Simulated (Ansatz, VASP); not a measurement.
Ta: VASP beside Ansatz

```xyz
2
Lattice="-2.1085 2.1085 1.1512 2.1085 -2.1085 1.1512 2.1085 2.1085 -1.1512" Properties=species:S:1:pos:R:3 pbc="T T T"
Ta    0.0000   -1.0542   -0.2878
Ta    0.0000    1.0542    0.2878
```

Change from the starting cell: volume scaled by 0.52, PAW files, partial_waves polarizable.

Alike in both runs: task single point; functional PBE; k mesh 17 × 17 × 17; occupations fermi-dirac, width 0.1 eV; no spin polarisation.

|  | VASP | Ansatz |
| --- | --- | --- |
| version | VASP 6.6.1 | Ansatz 0.2.0 |
| potentials or method | VASP PAW PBE potentials, release 64 (Ta_pv) | PAW with Ansatz's default frozen-core files, scalar-relativistic |
| plane-wave cutoff (eV) | 520 | 420 |
| valence electrons in the cell | 22 | 26 |

|  | VASP | Ansatz | Ansatz less VASP |
| --- | --- | --- | --- |
| pressure (GPa) | 381.2 | 372.7 | -8.54 |
| traceless stress, the component that is largest in VASP (GPa) | 0.18 | 0.04 | -0.139 |

Both programs put the cell under a high pressure, so it lies far from rest at this level. The functional is the same, so the differences come from potentials, cutoffs and numerics. VASP's potentials hold 22 valence electrons a cell and Ansatz's 26, so a difference there can come from the potentials and not from the codes.

Spin-orbit coupling is off throughout. Noted on VASP's run: the cell as given lies far from equilibrium.
